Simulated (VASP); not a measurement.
# Pd (Fm-3m) in VASP: notebook

Pd is run at these levels: r2SCAN+rVV10, PBE, PBE+D3(BJ); tasks: single point, relaxation of cell and atoms.

All numbers are computed with VASP 6.6.1; they aren't measurements. Logs are shortened: lines on timing, memory, paths and dates and some standing lists are left out, and cuts for length are marked.

## (1) The cell of the first run

It takes space group Fm-3m (No. 225, cubic). The conventional cell has a = 3.891 Å, b = 3.891 Å, c = 3.891 Å, α = 90.00°, β = 90.00°, γ = 90.00°. Pd (site symmetry m-3m) has 12 Pd at 2.75 Å within 3.6 Å.

## (2) Single point, r2SCAN+rVV10

Input file POSCAR:

```
Pd
1.0
    0.0000000000      1.9454745842      1.9454745842
    1.9454745842      0.0000000000      1.9454745842
    1.9454745842      1.9454745842      0.0000000000
Pd
1
Direct
    0.0000000000      0.0000000000      0.0000000000
```

Input file INCAR.step1:

```
  ALGO = Normal
  EDIFF = 1E-4
  ENCUT = 520
  GGA = PE
  ISMEAR = -1
  LASPH = T
  LCHARG = F
  LREAL = F
  LWAVE = T
  NBANDS = 11
  NELM = 60
  PREC = Accurate
  SIGMA = 0.1
```

Input file INCAR.step2:

```
  ALGO = Normal
  BPARAM = 11.95
  CPARAM = 0.0093
  EDIFF = 1E-7
  ENCUT = 520
  ISIF = 2
  ISMEAR = -1
  ISTART = 1
  IVDW_NL = 2
  LASPH = T
  LCHARG = F
  LMIXTAU = T
  LREAL = F
  LUSE_VDW = T
  LWAVE = F
  METAGGA = R2SCAN
  NBANDS = 11
  NELM = 60
  PREC = Accurate
  SIGMA = 0.1
```

Input file KPOINTS:

```
k-points
0
Gamma
  15 15 15
```

Potentials or basis: VASP PAW PBE potentials, release 64 (Pd).

Started as:

```console
$ cat potpaw_PBE.64/Pd/POTCAR > POTCAR
$ cp INCAR.step1 INCAR
$ mpirun -np 1 vasp_std > vasp.out
$ cp INCAR.step2 INCAR
$ mpirun -np 1 vasp_std > vasp.out
```

OUTCAR:

```text
BPARAM = 11.95
   EDIFF = 1E-7
   ENCUT = 520
   ISIF = 2
   ISMEAR = -1
   ISTART = 1
   IVDW_NL = 2
   LASPH = T
   LREAL = F
   METAGGA = R2SCAN
   NELM = 60
   PREC = Accurate

 ion  position               nearest neighbor table
   1  0.000  0.000  0.000-

  LATTYP: Found a face centered cubic cell.
 ALAT       =     3.8909491684

  Lattice vectors:

 A1 = (   0.0000000000,   1.9454745842,   1.9454745842)
 A2 = (   1.9454745842,   0.0000000000,   1.9454745842)
 A3 = (   1.9454745842,   1.9454745842,   0.0000000000)

Analysis of symmetry for initial positions (statically):
=====================================================================
 Subroutine PRICEL returns:
 Original cell was already a primitive cell.

 Routine SETGRP: Setting up the symmetry group for a
 face centered cubic supercell.

 Subroutine GETGRP returns: Found 48 space group operations
 (whereof 48 operations were pure point group operations)
 out of a pool of 48 trial point group operations.

The static configuration has the point symmetry O_h .

Analysis of symmetry for dynamics (positions and initial velocities):
=====================================================================
 Subroutine PRICEL returns:
 Original cell was already a primitive cell.

 Routine SETGRP: Setting up the symmetry group for a
 face centered cubic supercell.

 Subroutine GETGRP returns: Found 48 space group operations
 (whereof 48 operations were pure point group operations)
 out of a pool of 48 trial point group operations.

The dynamic configuration has the point symmetry O_h .

 Subroutine INISYM returns: Found 48 space group operations
 (whereof 48 operations are pure point group operations),
 and found     1 'primitive' translations

----------------------------------------------------------------------------------------

                                     Primitive cell

  volume of cell :      14.7267

  direct lattice vectors                    reciprocal lattice vectors
     0.000000000  1.945474584  1.945474584    -0.257006699  0.257006699  0.257006699
     1.945474584  0.000000000  1.945474584     0.257006699 -0.257006699  0.257006699
     1.945474584  1.945474584  0.000000000     0.257006699  0.257006699 -0.257006699

  length of vectors
     2.751316542  2.751316542  2.751316542     0.445148660  0.445148660  0.445148660

  position of ions in fractional coordinates (direct lattice)
     0.000000000  0.000000000  0.000000000
[... 75 lines left out ...]
   NELM   =     60;   NELMIN=  2; NELMDL=  0     # of ELM steps
   EDIFF  = 0.1E-06   stopping-criterion for ELM
   LREAL  =      F    real-space projection
   EDIFFG = 0.1E-05   stopping-criterion for IOM
   NSW    =      0    number of steps for IOM
   IBRION =     -1    ionic relax: 0-MD 1-quasi-New 2-CG
   NFREE  =      0    steps in history (QN), initial steepest desc. (CG)
   ISIF   =      2    stress and relaxation
   ISYM   =      2    0-nonsym 1-usesym 2-fastsym
   POTIM  = 0.5000    time-step for ionic-motion
   TEBEG  =    0.0;   TEEND  =   0.0 temperature during run
   PSTRESS=    0.0 pullay stress
   NELECT =      10.0000    total number of electrons
   NUPDOWN=      -1.0000    fix difference up-down
   EMIN   =  10.00;   EMAX   =-10.00  energy-range for DOS
   EFERMI =   0.00;   METHOD = LEGACY
   ISMEAR =    -1;   SIGMA  =   0.10  broadening in eV -4-tet -1-fermi 0-gaus
   EFERMI_NEDOS =   21; number of points for ismear=-14 and -15
   IALGO  =     38    algorithm
   IMIX   =      4    mixing-type and parameters
     AMIX     =   0.40;   BMIX     =  1.00
     AMIX_MAG =   1.60;   BMIX_MAG =  1.00
  volume/ion in A,a.u.               =      14.73        99.38
  Fermi-wavevector in a.u.,A,eV,Ry     =   1.438929  2.719181 28.171077  2.070516
  Thomas-Fermi vector in A             =   2.557841
   LORBIT       =      0    0 simple, 1 ext, 2 COOP (PROOUT), +10 PAW based schemes
   METAGGA = R2SCAN    functional components
   LHFCALC =     F    Hartree Fock is set to
   AEXX    =    0.0000 exact exchange contribution
   IVDW_NL    =     2    kernel type
   BPARAM     =11.9500
   IVDW    =     0    specifies the selected vdW correction
   LEPSILON=     F    determine dielectric tensor
   LRPA    =     F    only Hartree local field effects (RPA)
 non-spin polarized calculation
  energy-cutoff  :      520.00
  volume of cell :       14.73
 maximum number of plane-waves:       411
   NGX = 11   NGY = 11   NGZ = 11

 number of electron       9.9999999 magnetization

 Free energy of the ion-electron system (eV)
  ---------------------------------------------------
  ext. energy  EPLUGINS =         0.00000000
  ---------------------------------------------------
  free energy    TOTEN  =       -22.71250499 eV

  energy without entropy =      -22.65452360  energy(sigma->0) =      -22.68351429

 E-fermi :   9.6413     XC(G=0): -14.1840

 val. band max:        9.6390471766   @ k =  -0.4667   0.3333   0.0667
 cond. band min:       9.6552836831   @ k =   0.4667   0.2000   0.0000
 fundamental gap:      0.0162365064
 Fermi energy:         9.6412959968

 k-point     1 :       0.0000    0.0000    0.0000
  band No.  band energies     occupation
      1       2.3861      2.00000
      2       6.6919      2.00000
      3       6.6919      2.00000
      4       6.6919      2.00000
      5       8.3111      2.00000
      6       8.3111      2.00000
      7      27.6263      0.00000
      8      32.0187      0.00000
      9      32.6233      0.00000
     10      32.6234      0.00000
     11      32.6234      0.00000
[... 309 lines left out ...]
 k-point    24 :       0.2000    0.1333    0.0000
  band No.  band energies     occupation
      1       3.7521      2.00000
      2       6.0343      2.00000
      3       7.2225      2.00000
      4       7.2856      2.00000
      5       7.8335      2.00000
      6       8.6053      1.99994
      7      28.4916      0.00000
      8      29.3329      0.00000
      9      31.2078      0.00000
     10      32.0223      0.00000
     11      32.0636      0.00000

 [... further k-points ...]
[... 5 lines left out ...]
  --------------------------------------------------------------------------------------
  -------------------------------------------------------------------------------------
  Total        0.1110131      0.1110131      0.1110131      0.0000000      0.0000000      0.0000000
  in kB       12.0775313     12.0775313     12.0775313      0.0000000      0.0000000      0.0000000
  external PRESSURE =      12.0775313 kB  Pullay stress =       0.0000000 kB

 VOLUME and BASIS-vectors are now :
 -----------------------------------------------------------------------------
  energy-cutoff  :      520.00
  volume of cell :       14.73
      direct lattice vectors                 reciprocal lattice vectors
     0.000000000  1.945474584  1.945474584    -0.257006699  0.257006699  0.257006699
     1.945474584  0.000000000  1.945474584     0.257006699 -0.257006699  0.257006699
     1.945474584  1.945474584  0.000000000     0.257006699  0.257006699 -0.257006699

 POSITION                                       TOTAL-FORCE (eV/Angst)
 -----------------------------------------------------------------------------------
      0.00000      0.00000      0.00000         0.000000      0.000000      0.000000
 -----------------------------------------------------------------------------------
    total drift:                                0.000000      0.000000      0.000000

  FREE ENERGIE OF THE ION-ELECTRON SYSTEM (eV)
  ---------------------------------------------------
  free  energy   TOTEN  =       -22.7125049895 eV

  energy  without entropy=      -22.6545235985  energy(sigma->0) =      -22.68351429
```

It took 39 s on 1 thread of Intel Xeon 6975P-C (Granite Rapids), shared host; peak memory 0.19 GiB.

What came out:

| Quantity | Value |
| --- | --- |
| Free energy | -22.7125 eV |
| Pressure | 1.2 GPa |
| Band gap on the k mesh | zero (band 5 reaches 9.90 eV, above the bottom of band 6 at 8.24 eV) |

Caveat: the PAW data sets were made with another functional, which shifts forces and pressure a little.

## (3) Relaxation of cell and atoms, PBE

Input file INCAR:

```
PREC = Accurate
ENCUT = 600
EDIFF = 1E-6
ISMEAR = -1
SIGMA = 0.1
LREAL = F
LASPH = T
NELM = 100
ALGO = Normal
ISIF = 3
LWAVE = F
LCHARG = F
GGA = PE
IBRION = 2
NSW = 80
EDIFFG = -0.01
```

Input file KPOINTS:

```
regular mesh
0
Gamma
  15 15 15
```

Input file POSCAR:

```
Pd
1.0
    0.0000000000      1.9465000000      1.9465000000
    1.9465000000      0.0000000000      1.9465000000
    1.9465000000      1.9465000000      0.0000000000
Pd
1
Direct
    0.0000000000      0.0000000000      0.0000000000
```

Potentials or basis: VASP PAW PBE potentials, release 64 (Pd).

Started as:

```console
$ cat potpaw_PBE.64/Pd/POTCAR > POTCAR
$ mpirun -np 1 vasp_std > vasp.out
```

OUTCAR:

```text
PREC = Accurate
   ENCUT = 600
   EDIFF = 1E-6
   ISMEAR = -1
   LREAL = F
   LASPH = T
   NELM = 100
   ISIF = 3
   GGA = PE
   IBRION = 2
   NSW = 80
   EDIFFG = -0.01

 ion  position               nearest neighbor table
   1  0.000  0.000  0.000-

  LATTYP: Found a face centered cubic cell.
 ALAT       =     3.8930000000

  Lattice vectors:

 A1 = (   0.0000000000,   1.9465000000,   1.9465000000)
 A2 = (   1.9465000000,   0.0000000000,   1.9465000000)
 A3 = (   1.9465000000,   1.9465000000,   0.0000000000)

Analysis of symmetry for initial positions (statically):
=====================================================================
 Subroutine PRICEL returns:
 Original cell was already a primitive cell.

 Routine SETGRP: Setting up the symmetry group for a
 face centered cubic supercell.

 Subroutine GETGRP returns: Found 48 space group operations
 (whereof 48 operations were pure point group operations)
 out of a pool of 48 trial point group operations.

The static configuration has the point symmetry O_h .

Analysis of symmetry for dynamics (positions and initial velocities):
=====================================================================
 Subroutine PRICEL returns:
[... 166 lines left out ...]
  Total        0.6279339      0.6279339      0.6279339      0.0000000     -0.0000000     -0.0000000
  in kB       68.2073710     68.2073710     68.2073710      0.0000000     -0.0000000     -0.0000000
  external PRESSURE =      68.2073710 kB  Pullay stress =       0.0000000 kB
[... 57 lines left out ...]
--------------------------------------- Ionic step        3  -------------------------------------------

 number of electron      10.0000000 magnetization

 Free energy of the ion-electron system (eV)
  ---------------------------------------------------
  ext. energy  EPLUGINS =         0.00000000
  ---------------------------------------------------
  free energy    TOTEN  =        -5.25642238 eV

  energy without entropy =       -5.19328950  energy(sigma->0) =       -5.22485594

 E-fermi :   9.1723     XC(G=0): -12.9503

 val. band max:        9.1647954321   @ k =  -0.4667   0.3333   0.0667
 cond. band min:       9.1866707092   @ k =   0.4667   0.2000   0.0000
 fundamental gap:      0.0218752771
 Fermi energy:         9.1723011470

 k-point     1 :       0.0000    0.0000    0.0000
  band No.  band energies     occupation
      1       2.3062      2.00000
      2       6.4821      2.00000
      3       6.4821      2.00000
      4       6.4821      2.00000
      5       7.9927      1.99998
      6       7.9927      1.99998
      7      26.3250      0.00000
      8      30.8839      0.00000
      9      30.8839      0.00000
[... 265 lines left out ...]
 k-point    24 :       0.2000    0.1333    0.0000
  band No.  band energies     occupation
      1       3.5896      2.00000
      2       5.8892      2.00000
      3       6.9708      2.00000
      4       7.0220      2.00000
      5       7.5466      2.00000
      6       8.2585      1.99979
      7      26.9370      0.00000
      8      27.8007      0.00000
      9      29.3893      0.00000

 [... further k-points ...]
[... 5 lines left out ...]
  --------------------------------------------------------------------------------------
  -------------------------------------------------------------------------------------
  Total       -0.0078152     -0.0078152     -0.0078152      0.0000000      0.0000000      0.0000000
  in kB       -0.8173279     -0.8173279     -0.8173279      0.0000000      0.0000000      0.0000000
  external PRESSURE =      -0.8173279 kB  Pullay stress =       0.0000000 kB
[... 16 lines left out ...]
  FREE ENERGIE OF THE ION-ELECTRON SYSTEM (eV)
  ---------------------------------------------------
  free  energy   TOTEN  =        -5.2564223779 eV

  energy  without entropy=       -5.1932894958  energy(sigma->0) =       -5.22485594

 reached required accuracy - stopping structural energy minimisation
```

OSZICAR:

```text
N       E                     dE             d eps       ncg     rms          rms(c)
DAV:   1     0.441727706347E+02    0.44173E+02   -0.57895E+03  2160   0.118E+03
DAV:   2    -0.514168460175E+01   -0.49314E+02   -0.48165E+02  2330   0.208E+02
DAV:   3    -0.552234338394E+01   -0.38066E+00   -0.37774E+00  2600   0.219E+01
DAV:   4    -0.552416064407E+01   -0.18173E-02   -0.18172E-02  2529   0.133E+00
[... 18 lines left out ...]
DAV:   3    -0.525588485501E+01    0.79567E-03   -0.70143E-03  2370   0.722E-01    0.450E-01
DAV:   4    -0.525642705705E+01   -0.54220E-03   -0.39010E-03  2400   0.524E-01    0.544E-02
DAV:   5    -0.525641883549E+01    0.82216E-05   -0.22540E-05  2262   0.487E-02    0.295E-02
DAV:   6    -0.525642224885E+01   -0.34134E-05   -0.23846E-06  2565   0.160E-02    0.117E-03
DAV:   7    -0.525642237787E+01   -0.12901E-06   -0.35239E-08  1197   0.163E-03
   3 F= -.52564224E+01 E0= -.52248559E+01  d E =-.116570E-01
```

It took 14 s on 1 thread of Intel Xeon 6975P-C (Granite Rapids), shared host; peak memory 0.16 GiB.

What came out:

```yaml
Free_energy: -5.2564 eV
Relaxed_volume: 15.32 Å³/atom
Relaxed_cell: a = 2.788 Å, b = 2.788 Å, c = 2.788 Å, α = 60.00°, β = 60.00°, γ = 60.00°
Space_group_after_relaxing_to_0.05_Å: Fm-3m (No. 225)
Energy_gained_by_relaxing: 11.7 meV/atom
Ionic_steps: 3
Pressure_after_relaxing: -0.1 GPa
Band_gap_on_the_k_mesh: zero (band 5 reaches 9.39 eV, above the bottom of band 6 at 7.93 eV)
```

Step by step:
| step | energy change (eV) | largest force (eV/Å) | pressure (GPa) | volume (Å³) |
| --- | --- | --- | --- | --- |
| 1 | 0.0000 | 0.0000 | 6.82 | 14.75 |
| 2 | 0.0089 | 0.0000 | -7.57 | 16.13 |
| 3 | -0.0117 | 0.0000 | -0.08 | 15.32 |

Final structure:
```cif
data_structure
_symmetry_space_group_name_H-M 'P 1'
_symmetry_Int_Tables_number 1
_cell_length_a 2.7878
_cell_length_b 2.7878
_cell_length_c 2.7878
_cell_angle_alpha 60.000
_cell_angle_beta 60.000
_cell_angle_gamma 60.000
_cell_volume 15.32
loop_
_atom_site_label
_atom_site_type_symbol
_atom_site_fract_x
_atom_site_fract_y
_atom_site_fract_z
_atom_site_occupancy
Pd1 Pd 0.00000 0.00000 0.00000 1
```

## (4) Relaxation of cell and atoms, PBE+D3(BJ)

Input file INCAR:

```
PREC = Accurate ; ENCUT = 600
EDIFF = 1E-7 ; ISMEAR = -1
SIGMA = 0.1 ; LREAL = F
LASPH = T ; NELM = 100
ALGO = Normal ; ISIF = 3
LWAVE = F ; LCHARG = F
GGA = PE ; IVDW = 12
IBRION = 2 ; NSW = 80
EDIFFG = -0.01
```

Input file KPOINTS:

```
Automatic mesh
0
Gamma
  15 15 15
```

POSCAR is that of step 3.

Started as:

```console
$ cat potpaw_PBE.64/Pd/POTCAR > POTCAR
$ mpirun -np 1 vasp_std > vasp.out
```

Wall time 14 s (1 thread of Intel Xeon 6975P-C (Granite Rapids), shared host); peak memory 0.16 GiB.

Results (log left out):

| Quantity | Value |
| --- | --- |
| Free energy | -5.9130 eV |
| Relaxed volume | 14.70 Å³/atom |
| Relaxed cell | a = 2.750 Å, b = 2.750 Å, c = 2.750 Å, α = 60.00°, β = 60.00°, γ = 60.00° |
| Space group after relaxing (to 0.05 Å) | Fm-3m (No. 225) |
| Energy gained by relaxing | 0.1 meV/atom |
| Ionic steps | 3 |
| Pressure after relaxing | 0.0 GPa |
| Band gap on the k mesh | zero (band 5 reaches 10.09 eV, above the bottom of band 6 at 8.53 eV) |
| Dispersion energy per atom | -0.670 eV |

Final structure:
```yaml
crystal:
  lattice:
    - [0.00000, 1.94437, 1.94437]
    - [1.94437, 0.00000, 1.94437]
    - [1.94437, 1.94437, 0.00000]
  atoms:
    - { symbol: Pd, position: [0.00000, 0.00000, 0.00000] }
```

Levels at points of the mesh, in eV from the Fermi level:
| k point | band 1 | band 2 | band 3 | band 4 | band 5 | band 6 | band 7 | band 8 | band 9 |
| --- | --- | --- | --- | --- | --- | --- | --- | --- | --- |
| (0.00, 0.00, 0.00) | -7.18 | -2.87 | -2.87 | -2.87 | -1.26 | -1.26 | 17.18 | 21.97 | 21.97 |

Caveat: pairwise dispersion overbinds metals, which lowers pressure and volume.

(Continued in part 2 of 2.)
